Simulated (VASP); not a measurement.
# Ca (Im-3m) in VASP: notebook

The runs below take Ca through single point, relaxation of cell and atoms, with PBEsol.

Program: VASP 6.6.1. These are calculated values, not measurements. Logs are shortened: lines on timing, memory, paths and dates and some standing lists are left out, and cuts for length are marked.

### Step 1. The cell of the first run

It takes space group Im-3m (No. 229, cubic). The conventional cell has a = 4.321 Å, b = 4.321 Å, c = 4.321 Å, α = 90.00°, β = 90.00°, γ = 90.00°. Within 4.9 Å of Ca (site symmetry m-3m) lie 14 Ca at 3.74 to 4.32 Å.

### Step 2. Single point, PBEsol

File INCAR:

```
SYSTEM = Ca
ALGO = Normal ; EDIFF = 1E-7
ENCUT = 520 ; GGA = PS
ISIF = 2 ; ISMEAR = 1
LASPH = .TRUE. ; LCHARG = .TRUE.
LELF = .TRUE. ; LREAL = .FALSE.
LVHAR = .TRUE. ; LWAVE = .FALSE.
NBANDS = 11 ; NELM = 60
PREC = Accurate ; SIGMA = 0.1
```

File KPOINTS:

```
k-points
0
G
  14 14 14
  0 0 0
```

File POSCAR:

```
Ca
1.0
   -2.1603879065      2.1603879065      2.1603879065
    2.1603879065     -2.1603879065      2.1603879065
    2.1603879065      2.1603879065     -2.1603879065
Ca
1
Direct
    0.0000000000      0.0000000000      0.0000000000
```

Potentials or basis: VASP PAW PBE potentials, release 64 (Ca_sv).

Started as:

```console
cat potpaw_PBE.64/Ca_sv/POTCAR > POTCAR
mpirun -np 1 vasp_std > vasp.out
```

OUTCAR:

```text
SYSTEM = Ca
   EDIFF = 1E-7
   ENCUT = 520
   GGA = PS
   ISIF = 2
   ISMEAR = 1
   LASPH = .TRUE.
   LREAL = .FALSE.
   NELM = 60
   PREC = Accurate

 ion  position               nearest neighbor table
   1  0.000  0.000  0.000-

  LATTYP: Found a body centered cubic cell.
 ALAT       =     4.3207758130

  Lattice vectors:

 A1 = (  -2.1603879065,   2.1603879065,   2.1603879065)
 A2 = (   2.1603879065,  -2.1603879065,   2.1603879065)
 A3 = (   2.1603879065,   2.1603879065,  -2.1603879065)

Analysis of symmetry for initial positions (statically):
=====================================================================
 Subroutine PRICEL returns:
 Original cell was already a primitive cell.

 Routine SETGRP: Setting up the symmetry group for a
 body centered cubic supercell.

 Subroutine GETGRP returns: Found 48 space group operations
 (whereof 48 operations were pure point group operations)
 out of a pool of 48 trial point group operations.

The static configuration has the point symmetry O_h .

Analysis of symmetry for dynamics (positions and initial velocities):
=====================================================================
 Subroutine PRICEL returns:
 Original cell was already a primitive cell.

 Routine SETGRP: Setting up the symmetry group for a
 body centered cubic supercell.

 Subroutine GETGRP returns: Found 48 space group operations
 (whereof 48 operations were pure point group operations)
 out of a pool of 48 trial point group operations.

The dynamic configuration has the point symmetry O_h .

 Subroutine INISYM returns: Found 48 space group operations
 (whereof 48 operations are pure point group operations),
 and found     1 'primitive' translations

----------------------------------------------------------------------------------------

                                     Primitive cell

  volume of cell :      40.3325

  direct lattice vectors                    reciprocal lattice vectors
    -2.160387907  2.160387907  2.160387907     0.000000000  0.231439918  0.231439918
     2.160387907 -2.160387907  2.160387907     0.231439918  0.000000000  0.231439918
     2.160387907  2.160387907 -2.160387907     0.231439918  0.231439918  0.000000000

  length of vectors
     3.741901618  3.741901618  3.741901618     0.327305471  0.327305471  0.327305471

  position of ions in fractional coordinates (direct lattice)
     0.000000000  0.000000000  0.000000000

  ion indices of the primitive-cell ions
   primitive index   ion index
                 1           1

----------------------------------------------------------------------------------------

 KPOINTS: k-points

Automatic generation of k-mesh.
 Grid dimensions read from file:
 generate k-points for:   14   14   14

 Generating k-lattice:

  Cartesian coordinates                     Fractional coordinates (reciprocal lattice)
     0.000000000  0.016531423  0.016531423     0.071428571  0.000000000  0.000000000
     0.016531423  0.000000000  0.016531423     0.000000000  0.071428571  0.000000000
     0.016531423  0.016531423  0.000000000     0.000000000  0.000000000  0.071428571

  Length of vectors
     0.023378962  0.023378962  0.023378962

  Shift w.r.t. Gamma in fractional coordinates (k-lattice)
     0.000000000  0.000000000  0.000000000

 Subroutine IBZKPT returns following result:
 ===========================================

 Found    104 irreducible k-points:

 Following reciprocal coordinates:
            Coordinates               Weight
  0.000000  0.000000  0.000000      1.000000
  0.071429  0.000000  0.000000     12.000000
  0.142857  0.000000  0.000000     12.000000
  0.214286  0.000000  0.000000     12.000000
  0.285714  0.000000  0.000000     12.000000
  0.357143  0.000000  0.000000     12.000000
[... 16 lines left out ...]
  0.285714  0.285714  0.000000     24.000000
  0.357143  0.285714  0.000000     24.000000
 [... further k-points ...]
   k-points           NKPTS =    104   k-points in BZ     NKDIM =    104   number of bands    NBANDS=     11
   number of dos      NEDOS =    301   number of ions     NIONS =      1
   total plane-waves  NPLWV =  21952
   dimension x,y,z NGX =    28 NGY =   28 NGZ =   28
   dimension x,y,z NGXF=    56 NGYF=   56 NGZF=   56
   ions per type =               1
   NGX,Y,Z   is equivalent  to a cutoff of  12.44, 12.44, 12.44 a.u.
   NGXF,Y,Z  is equivalent  to a cutoff of  24.88, 24.88, 24.88 a.u.
 SYSTEM =  Ca
   PREC   = accura    normal or accurate (medium, high low for compatibility)
   ISTART =      0    job   : 0-new  1-cont  2-samecut
   ICHARG =      2    charge: 1-file 2-atom 10-const
   ISPIN  =      1    spin polarized calculation?
   LNONCOLLINEAR =      F non collinear calculations
   LSORBIT =      F    spin-orbit coupling
   LASPH  =      T    aspherical Exc in radial PAW
   ENCUT  =  520.0 eV  38.22 Ry    6.18 a.u.   6.96  6.96  6.96*2*pi/ulx,y,z
   NELM   =     60;   NELMIN=  2; NELMDL= -5     # of ELM steps
   EDIFF  = 0.1E-06   stopping-criterion for ELM
   LREAL  =      F    real-space projection
   EDIFFG = 0.1E-05   stopping-criterion for IOM
   NSW    =      0    number of steps for IOM
   IBRION =     -1    ionic relax: 0-MD 1-quasi-New 2-CG
   NFREE  =      0    steps in history (QN), initial steepest desc. (CG)
   ISIF   =      2    stress and relaxation
   ISYM   =      2    0-nonsym 1-usesym 2-fastsym
   POTIM  = 0.5000    time-step for ionic-motion
   TEBEG  =    0.0;   TEEND  =   0.0 temperature during run
   PSTRESS=    0.0 pullay stress
   NELECT =      10.0000    total number of electrons
   NUPDOWN=      -1.0000    fix difference up-down
   EMIN   =  10.00;   EMAX   =-10.00  energy-range for DOS
   EFERMI =   0.00;   METHOD = LEGACY
   ISMEAR =     1;   SIGMA  =   0.10  broadening in eV -4-tet -1-fermi 0-gaus
   EFERMI_NEDOS =   21; number of points for ismear=-14 and -15
   IALGO  =     38    algorithm
   IMIX   =      4    mixing-type and parameters
     AMIX     =   0.40;   BMIX     =  1.00
     AMIX_MAG =   1.60;   BMIX_MAG =  1.00
  volume/ion in A,a.u.               =      40.33       272.18
  Fermi-wavevector in a.u.,A,eV,Ry     =   1.028466  1.943518 14.391446  1.057741
  Thomas-Fermi vector in A             =   2.162463
   LORBIT       =      0    0 simple, 1 ext, 2 COOP (PROOUT), +10 PAW based schemes
   GGA     = PS    functional components
   LHFCALC =     F    Hartree Fock is set to
   AEXX    =    0.0000 exact exchange contribution
   IVDW    =     0    specifies the selected vdW correction
   LEPSILON=     F    determine dielectric tensor
   LRPA    =     F    only Hartree local field effects (RPA)
 non-spin polarized calculation
 Methfessel and Paxton  Order N= 1 SIGMA  =   0.10
  energy-cutoff  :      520.00
  volume of cell :       40.33
 maximum number of plane-waves:      1112
   NGX = 13   NGY = 13   NGZ = 13

 number of electron      10.0000002 magnetization

 Free energy of the ion-electron system (eV)
  ---------------------------------------------------
  ext. energy  EPLUGINS =         0.00000000
  ---------------------------------------------------
  free energy    TOTEN  =        -2.11709198 eV

  energy without entropy =       -2.11704907  energy(sigma->0) =       -2.11707768

 E-fermi :   2.1411     XC(G=0):  -7.9529

 val. band max:        2.1410362480   @ k =   0.5000   0.0000   0.0000
 cond. band min:       2.1434145701   @ k =  -0.4286  -0.4286   0.0714
 fundamental gap:      0.0023783221
 Fermi energy:         2.1410979303

 k-point     1 :       0.0000    0.0000    0.0000
  band No.  band energies     occupation
      1     -39.6489      2.00000
      2     -20.6334      2.00000
      3     -20.6334      2.00000
      4     -20.6334      2.00000
      5      -2.0391      2.00000
      6       4.4698      0.00000
      7       4.4698      0.00000
      8       4.4698      0.00000
      9       5.5888      0.00000
     10       5.5888      0.00000
     11      12.5623      0.00000

 k-point     2 :       0.0714    0.0000    0.0000
  band No.  band energies     occupation
      1     -39.6480      2.00000
      2     -20.6420      2.00000
      3     -20.6362      2.00000
      4     -20.6334      2.00000
      5      -1.9429      2.00000
      6       4.4083      0.00000
      7       4.4332      0.00000
      8       4.5440      0.00000
      9       5.5137      0.00000
     10       5.5902      0.00000
     11      12.4799      0.00000

 k-point     3 :       0.1429    0.0000    0.0000
  band No.  band energies     occupation
      1     -39.6454      2.00000
      2     -20.6658      2.00000
      3     -20.6441      2.00000
      4     -20.6334      2.00000
      5      -1.6594      2.00000
      6       4.2443      0.00000
      7       4.2697      0.00000
      8       4.7621      0.00000
      9       5.3899      0.00000
     10       5.6001      0.00000
     11      11.9770      0.00000

 k-point     4 :       0.2143    0.0000    0.0000
  band No.  band energies     occupation
      1     -39.6416      2.00000
      2     -20.7000      2.00000
      3     -20.6554      2.00000
      4     -20.6334      2.00000
      5      -1.2049      2.00000
      6       3.9209     -0.00000
      7       4.0257     -0.00000
      8       5.1109      0.00000
      9       5.3674      0.00000
     10       5.6311      0.00000
     11      10.9102      0.00000
[... 239 lines left out ...]
 k-point    22 :       0.3571    0.2143    0.0000
  band No.  band energies     occupation
      1     -39.6286      2.00000
      2     -20.7779      2.00000
      3     -20.7139      2.00000
      4     -20.6509      2.00000
      5       1.5901      2.00000
      6       2.3100     -0.03810
      7       3.1285     -0.00000
      8       5.4787      0.00000
      9       5.8526      0.00000
     10       7.0532      0.00000
     11       7.3188      0.00000

 k-point    23 :       0.2857    0.2857    0.0000
  band No.  band energies     occupation
      1     -39.6284      2.00000
      2     -20.7686      2.00000
      3     -20.7234      2.00000
      4     -20.6532      2.00000
      5       1.5999      2.00000
      6       2.5218     -0.00000
      7       2.9409     -0.00000
      8       5.5657      0.00000
      9       5.7783      0.00000
     10       7.1572      0.00000
     11       7.2326      0.00000

 k-point    24 :       0.3571    0.2857    0.0000
  band No.  band energies     occupation
      1     -39.6278      2.00000
      2     -20.7620      2.00000
      3     -20.7361      2.00000
      4     -20.6541      2.00000
      5       2.1375      1.06112
      6       2.2359     -0.03785
      7       2.7499     -0.00000
      8       5.6256      0.00000
      9       5.7902      0.00000
     10       6.9410      0.00000
     11       7.4828      0.00000

 [... further k-points ...]
[... 5 lines left out ...]
  --------------------------------------------------------------------------------------
  -------------------------------------------------------------------------------------
  Total        0.0000183      0.0000183      0.0000183     -0.0000000     -0.0000000      0.0000000
  in kB        0.0007257      0.0007257      0.0007257     -0.0000000     -0.0000000      0.0000000
  external PRESSURE =       0.0007257 kB  Pullay stress =       0.0000000 kB

 VOLUME and BASIS-vectors are now :
 -----------------------------------------------------------------------------
  energy-cutoff  :      520.00
  volume of cell :       40.33
      direct lattice vectors                 reciprocal lattice vectors
    -2.160387907  2.160387907  2.160387907     0.000000000  0.231439918  0.231439918
     2.160387907 -2.160387907  2.160387907     0.231439918  0.000000000  0.231439918
     2.160387907  2.160387907 -2.160387907     0.231439918  0.231439918  0.000000000

 POSITION                                       TOTAL-FORCE (eV/Angst)
 -----------------------------------------------------------------------------------
      0.00000      0.00000      0.00000        -0.000000     -0.000000      0.000000
 -----------------------------------------------------------------------------------
    total drift:                               -0.000000     -0.000000     -0.000000

  FREE ENERGIE OF THE ION-ELECTRON SYSTEM (eV)
  ---------------------------------------------------
  free  energy   TOTEN  =        -2.1170919814 eV

  energy  without entropy=       -2.1170490707  energy(sigma->0) =       -2.11707768
```

Run time: 23 s. Hardware: 1 thread of Intel Xeon Platinum 8488C (Sapphire Rapids), shared host; peak memory 0.18 GiB.

Results:

```
Free energy            : -2.1171 eV
Pressure               : 0.0 GPa
Band gap on the k mesh : zero (band 5 reaches 2.37 eV, above the bottom of band 6 at 2.10 eV)
```

Caveat: the PAW data sets were made with another functional, which shifts forces and pressure a little.

### Step 3. Relaxation of cell and atoms, PBEsol

This run uses another cell than the first one, of 44.96 Å³/atom, 1.115 times its volume.

File INCAR:

```
SYSTEM = Ca
PREC = Accurate ; ENCUT = 600
EDIFF = 1E-7 ; ISMEAR = 1
SIGMA = 0.1 ; LREAL = .False.
LASPH = .True. ; NELM = 100
ALGO = Normal ; ISIF = 3
LWAVE = .False. ; LCHARG = .False.
GGA = PS ; IBRION = 2
NSW = 80 ; EDIFFG = -0.01
```

File KPOINTS:

```
Automatic mesh
0
Gamma
  14 14 14
  0 0 0
```

File POSCAR:

```
Ca
1.0
   -2.2400000000      2.2400000000      2.2400000000
    2.2400000000     -2.2400000000      2.2400000000
    2.2400000000      2.2400000000     -2.2400000000
Ca
1
Direct
    0.0000000000      0.0000000000      0.0000000000
```

Potentials or basis: VASP PAW PBE potentials, release 64 (Ca_sv).

Started as:

```console
cat potpaw_PBE.64/Ca_sv/POTCAR > POTCAR
mpirun -np 1 vasp_std > vasp.out
```

OUTCAR:

```text
SYSTEM = Ca
   PREC = Accurate
   ENCUT = 600
   EDIFF = 1E-7
   ISMEAR = 1
   LREAL = .False.
   LASPH = .True.
   NELM = 100
   ISIF = 3
   GGA = PS
   IBRION = 2
   NSW = 80
   EDIFFG = -0.01

 ion  position               nearest neighbor table
   1  0.000  0.000  0.000-

  LATTYP: Found a body centered cubic cell.
 ALAT       =     4.4800000000

  Lattice vectors:

 A1 = (  -2.2400000000,   2.2400000000,   2.2400000000)
 A2 = (   2.2400000000,  -2.2400000000,   2.2400000000)
 A3 = (   2.2400000000,   2.2400000000,  -2.2400000000)

Analysis of symmetry for initial positions (statically):
=====================================================================
 Subroutine PRICEL returns:
[... 281 lines left out ...]
  free energy    TOTEN  =        -2.11746323 eV

  energy without entropy =       -2.11741150  energy(sigma->0) =       -2.11744598

 E-fermi :   2.1348     XC(G=0):  -7.9483

 val. band max:        2.1333101209   @ k =   0.5000   0.0000   0.0000
 cond. band min:       2.1364485665   @ k =  -0.4286  -0.4286   0.0714
 fundamental gap:      0.0031384456
 Fermi energy:         2.1348410713

 k-point     1 :       0.0000    0.0000    0.0000
  band No.  band energies     occupation
      1     -39.6583      2.00000
      2     -20.6433      2.00000
      3     -20.6433      2.00000
      4     -20.6433      2.00000
      5      -2.0429      2.00000
      6       4.4615      0.00000
      7       4.4615      0.00000
      8       4.4615      0.00000
      9       5.5789      0.00000
[... 265 lines left out ...]
 k-point    24 :       0.3571    0.2857    0.0000
  band No.  band energies     occupation
      1     -39.6373      2.00000
      2     -20.7711      2.00000
      3     -20.7453      2.00000
      4     -20.6638      2.00000
      5       2.1311      1.06252
      6       2.2292     -0.03660
      7       2.7433     -0.00000
      8       5.6153      0.00000
      9       5.7797      0.00000

 [... further k-points ...]
[... 5 lines left out ...]
  --------------------------------------------------------------------------------------
  -------------------------------------------------------------------------------------
  Total       -0.0002068     -0.0002068     -0.0002068      0.0000000      0.0000000     -0.0000000
  in kB       -0.0082025     -0.0082025     -0.0082025      0.0000000      0.0000000     -0.0000000
  external PRESSURE =      -0.0082025 kB  Pullay stress =       0.0000000 kB
[... 16 lines left out ...]
  FREE ENERGIE OF THE ION-ELECTRON SYSTEM (eV)
  ---------------------------------------------------
  free  energy   TOTEN  =        -2.1174632266 eV

  energy  without entropy=       -2.1174114986  energy(sigma->0) =       -2.11744598

 reached required accuracy - stopping structural energy minimisation
```

OSZICAR:

```text
N       E                     dE             d eps       ncg     rms          rms(c)
DAV:   1     0.685069103641E+02    0.68507E+02   -0.53959E+03  1872   0.110E+03
DAV:   2    -0.616661344188E+00   -0.69124E+02   -0.68846E+02  1911   0.238E+02
DAV:   3    -0.203479480904E+01   -0.14181E+01   -0.14100E+01  2922   0.363E+01
[... 41 lines left out ...]
DAV:   3    -0.211741434865E+01    0.34722E-03   -0.26247E-03  2617   0.467E-01    0.457E-02
DAV:   4    -0.211742368418E+01   -0.93355E-05   -0.17826E-04  2125   0.172E-01    0.183E-02
DAV:   5    -0.211746240545E+01   -0.38721E-04   -0.72196E-05  2911   0.458E-02    0.566E-03
DAV:   6    -0.211746313076E+01   -0.72531E-06   -0.17415E-06  2550   0.984E-03    0.280E-03
DAV:   7    -0.211746322660E+01   -0.95846E-07   -0.93157E-07  2992   0.934E-03
   4 F= -.21174632E+01 E0= -.21174460E+01  d E =-.228165E-01
```

Wall time 80 s (1 thread of Intel Xeon Platinum 8488C (Sapphire Rapids), shared host); peak memory 0.22 GiB.

Results:

```yaml
Free_energy: -2.1175 eV
Relaxed_volume: 40.39 Å³/atom
Relaxed_cell: a = 3.744 Å, b = 3.744 Å, c = 3.744 Å, α = 109.47°, β = 109.47°, γ = 109.47°
Space_group_after_relaxing_to_0.05_Å: Im-3m (No. 229)
Energy_gained_by_relaxing: 22.8 meV/atom
Ionic_steps: 4
Pressure_after_relaxing: 0.0 GPa
Band_gap_on_the_k_mesh: zero (band 5 reaches 2.36 eV, above the bottom of band 6 at 2.09 eV)
```

Step by step:
```
step  energy change (eV)  largest force (eV/Å)  pressure (GPa)  volume (Å³)
   1              0.0000                0.0000           -1.51        44.96
   2             -0.0188                0.0000           -0.68        42.25
   3             -0.0228                0.0000           -0.07        40.58
   4             -0.0228                0.0000            0.00        40.39
```

Final structure:
```yaml
crystal:
  lattice:
    - [-2.16145, 2.16145, 2.16145]
    - [2.16145, -2.16145, 2.16145]
    - [2.16145, 2.16145, -2.16145]
  atoms:
    - { symbol: Ca, position: [0.00000, 0.00000, 0.00000] }
```

Levels at points of the mesh, in eV from the Fermi level:
| k point | band 3 | band 4 | band 5 | band 6 | band 7 | band 8 |
| --- | --- | --- | --- | --- | --- | --- |
| (0.00, 0.00, 0.00) | -22.78 | -22.78 | -4.18 | 2.33 | 2.33 | 2.33 |
| (0.50, 0.00, 0.00) | -22.83 | -22.78 | -0.96 | 0.00 | 1.32 | 3.35 |
| (0.50, 0.50, 0.50) | -22.90 | -22.90 | -0.02 | -0.02 | 4.07 | 4.07 |

Caveat: the PAW data sets were made with another functional, which shifts forces and pressure a little; the volume moved by -10 % from the deposited cell, more than functionals usually miss.
